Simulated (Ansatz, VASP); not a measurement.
# One calculation of P, two programs

```
P
1.0
     1.76215    1.01738    2.76108
    -1.76215    1.01738    2.76108
     0.00000   -2.03476    2.76108
P
2
Direct
  0.23367 0.23367 0.23367
  0.76633 0.76633 0.76633
```

Alike in both runs: task single point; functional PBE; dispersion D3(BJ); k mesh 24 × 24 × 24; occupations gaussian, width 0.15 eV; no spin polarisation.

|  | VASP | Ansatz |
| --- | --- | --- |
| version | VASP 6.6.1 | Ansatz 0.2.0 |
| potentials or method | VASP PAW PBE potentials, release 64 (P), cutoff 520 eV | scalar-relativistic, plane waves, PAW |
| valence electrons in the cell | 10 | 10 |

```csv
,VASP,Ansatz,Ansatz less VASP
gap on the k mesh at the Fermi level (eV),none,none,-
pressure (GPa),-2.2,-1.9,+0.28
"traceless stress, the component that is largest in VASP (GPa)",6.84,6.66,-0.178
rms of the force components (eV/Å),0.121,0.141,+0.0207
```

Atom by atom the forces differ by 0.021 eV/Å (rms over components). A gap of «none» marks a metal or a gap that the smearing closes.
